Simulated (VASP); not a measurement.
Wanted: the native input for a VASP 6.6.1 run.

| Quantity | Value |
| --- | --- |
| Task | relaxation of cell and atoms |
| Functional | PBE |
| Potentials or basis | VASP PAW PBE potentials, release 64 (Hf_pv, B) |
| Cutoff | 600 eV |
| k mesh | 10 × 10 × 8 |
| Occupations | fermi-dirac, width 0.05 eV |
| Spin | no spin polarisation |
| Hubbard terms | Hf d U = 1.0 eV |
| Dipole correction | no |
| Further INCAR settings | ALGO = Normal; EDIFF = 1e-06; IBRION = 2; EDIFFG = -0.01; NSW = 60; ISIF = 3 |

The structure of HfB2 lies in POSCAR:

```
HfB2
1.0
    3.1400000000      0.0000000000      0.0000000000
   -1.5700000000      2.7193197679      0.0000000000
    0.0000000000      0.0000000000      3.4800000000
Hf B
1 2
Direct
    0.0000000000      0.0000000000      0.0000000000
    0.6666666667      0.3333333333      0.5000000000
    0.3333333333      0.6666666667      0.5000000000
```

One way to write it, as run:

INCAR

```
SYSTEM = HfB2
PREC = Accurate
ENCUT = 600
EDIFF = 1E-6
ISMEAR = -1
SIGMA = 0.05
LREAL = .False.
LASPH = .True.
NELM = 150
ALGO = Normal
ISIF = 3
LWAVE = .False.
LCHARG = .False.
LMAXMIX = 4
LDAU = .True.
LDAUTYPE = 2
LDAUL = 2 -1
LDAUU = 1 0
LDAUJ = 0 0
LDAUPRINT = 1
GGA = PE
IBRION = 2
NSW = 60
EDIFFG = -0.01
```

KPOINTS

```
regular mesh
0
Gamma
  10 10 8
  0 0 0
```

Potentials or basis: VASP PAW PBE potentials, release 64 (Hf_pv, B).

Command:

```bash
$ cat potpaw_PBE.64/Hf_pv/POTCAR potpaw_PBE.64/B/POTCAR > POTCAR
$ mpirun -np 1 vasp_std > vasp.out
```

Results of the run:

```json
{"Relaxed volume": "10.06 Å³/atom", "Relaxed cell": "a = 3.150 Å, b = 3.150 Å, c = 3.512 Å, α = 90.00°, β = 90.00°, γ = 120.00°", "Space group after relaxing (to 0.1 Å)": "P6/mmm (No. 191)", "Energy gained by relaxing": "2.0 meV/atom", "Ionic steps": "4", "Pressure after relaxing": "0.0 GPa", "Band gap on the k mesh": "zero (bands 8 and 9 overlap by 0.90 eV)"}
```

Caveat: spin-orbit coupling is left out, which moves the levels of the heavy elements; U without spin polarisation on a metal has little footing; the U is typed as a test and isn't derived for this compound.

It took 42 s on 1 thread of Intel(R) Xeon(R) 6975P-C (Granite Rapids) (shared host), peak memory 0.19 GiB.
